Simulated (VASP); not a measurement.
Runs of VASP 6.6.1 on Al. The structure is that of space group P6_3/mmc (No. 194), or close to it. The cells are those of the table. This isn't the form of Al at room conditions, which is fcc.

```tsv
cell	gap on the mesh (eV)	pressure (GPa)
a = 2.890, b = 2.890, c = 9.241 Å, angles 90.0, 90.0, 120.0°, 4 atoms	none	-4.0
a = 2.777, b = 2.777, c = 9.241 Å, angles 90.0, 90.0, 120.0°, 4 atoms	none	2.5
a = 2.702, b = 2.702, c = 9.241 Å, angles 90.0, 90.0, 120.0°, 4 atoms	none	(b)
a = 2.739, b = 2.739, c = 9.241 Å, angles 90.0, 90.0, 120.0°, 4 atoms	none	5.4
a = 2.852, b = 2.852, c = 9.241 Å, angles 90.0, 90.0, 120.0°, 4 atoms	none	(a)
a = 2.927, b = 2.927, c = 9.241 Å, angles 90.0, 90.0, 120.0°, 4 atoms	none	-5.5
```

Alike in all rows: task single point; level PBE+D3(BJ); potentials or basis VASP PAW PBE potentials, release 64 (Al); no spin polarisation; k mesh 18 × 18 × 4; cutoff (eV) 520; smearing gaussian 0.15 eV.

**Question.** Estimate the missing entries.

**Answer.** (a) -2.2; (b) 8.7.

Caveats: the cell stands under tension (at least some runs); the stress differs along the axes, from 5 to 11 GPa (at least some runs); the cell stands under pressure (at least some runs).

A gap of «none» marks levels without a gap at the run's occupations.
